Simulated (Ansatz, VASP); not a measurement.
Bi2Te2O in VASP and in Ansatz

```
CELL_PARAMETERS angstrom
4.22483 0.00000 0.00000
0.00000 4.22483 0.00000
0.00000 0.00000 16.34757
ATOMIC_POSITIONS crystal
Bi 0.50000 0.00000 0.14639
Bi 0.00000 0.50000 0.85361
Bi 0.00000 0.50000 0.42753
Bi 0.50000 0.00000 0.57247
Te 0.00000 0.50000 0.09083
Te 0.50000 0.00000 0.90917
Te 0.50000 0.00000 0.32378
Te 0.00000 0.50000 0.67622
O 0.00000 0.00000 0.50000
O 0.50000 0.50000 0.50000
```

Alike in both runs: task single point; functional PBE; k mesh 4 × 4 × 1; occupations gaussian, width 0.1 eV; no spin polarisation.

|  | VASP | Ansatz |
| --- | --- | --- |
| version | VASP 6.6.1 | Ansatz 0.2.0 |
| potentials or method | VASP PAW PBE potentials, release 64 (Bi_d, Te, O), cutoff 520 eV | scalar-relativistic, plane waves, PAW |
| valence electrons in the cell | 96 | 136 |

VASP gave:

```
gap on the k mesh at the Fermi level (eV) : 0.54
least direct gap on the mesh (eV)         : 0.73
pressure (GPa)                            : 0.0
rms of the force components (eV/Å)        : 0.023
```

Q: Which values does Ansatz return?

A: gap on the k mesh at the Fermi level (eV): 0.55; least direct gap on the mesh (eV): 0.73; pressure (GPa): 0.0; rms of the force components (eV/Å): 0.020.

Atom by atom the forces differ by 0.007 eV/Å (rms over components). VASP's potentials hold 96 valence electrons a cell and Ansatz's 136, so a difference there can come from the potentials and not from the codes.

Neither program's run includes spin-orbit coupling.
